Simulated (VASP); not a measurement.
Wanted: the native input for a VASP 6.6.1 run.

```yaml
Task: single point
Functional: PBE
Potentials_or_basis: VASP PAW PBE potentials, release 64 (Ce, O)
Cutoff: 520 eV
k_mesh: 9 × 9 × 9
Occupations: fermi-dirac, width 0.0612256 eV
Spin: no spin polarisation
Dipole_correction: no
Further_INCAR_settings: ALGO = Normal; EDIFF = 1e-06; NBANDS = 23
```

The structure of CeO3 (ReO3 type) lies in POSCAR:

```
CeO3
1.0
    4.3094797706      0.0000000000      0.0000000000
    0.0000000000      4.3094797706      0.0000000000
    0.0000000000      0.0000000000      4.3094797706
Ce O
1 3
Direct
    0.0000000000      0.0000000000      0.0000000000
    0.5000000000      0.0000000000      0.0000000000
    0.0000000000      0.5000000000      0.0000000000
    0.0000000000      0.0000000000      0.5000000000
```

The input as run:

INCAR

```
SYSTEM = CeO3
PREC = Accurate
ENCUT = 520
EDIFF = 1E-6
ISMEAR = -1
SIGMA = 0.06122561905347299
LREAL = .FALSE.
LASPH = .TRUE.
NELM = 80
ALGO = Normal
ISIF = 2
LWAVE = .FALSE.
LCHARG = .FALSE.
GGA = PE
NBANDS = 23
```

KPOINTS

```
regular mesh
0
G
  9 9 9
  0 0 0
```

Potentials or basis: VASP PAW PBE potentials, release 64 (Ce, O).

Launch:

```console
$ cat potpaw_PBE.64/Ce/POTCAR potpaw_PBE.64/O/POTCAR > POTCAR
$ mpirun -np 1 vasp_std > vasp.out
```

Results of the run:

```yaml
Pressure: 0.9 GPa
Band_gap_on_the_k_mesh: zero (band 15 reaches -0.37 eV, above the bottom of band 16 at -1.08 eV)
```

Caveat: spin-orbit coupling is left out, which moves the levels of the heavy elements; the run has no spin polarisation, though such a crystal can be magnetic; without U or exact exchange the open f shell lies at the Fermi level, which spoils levels, moments and volumes.

Wall time 55 s on 1 thread of Intel(R) Xeon(R) Platinum 8488C (Sapphire Rapids), with other jobs on the host, peak memory 0.22 GiB.
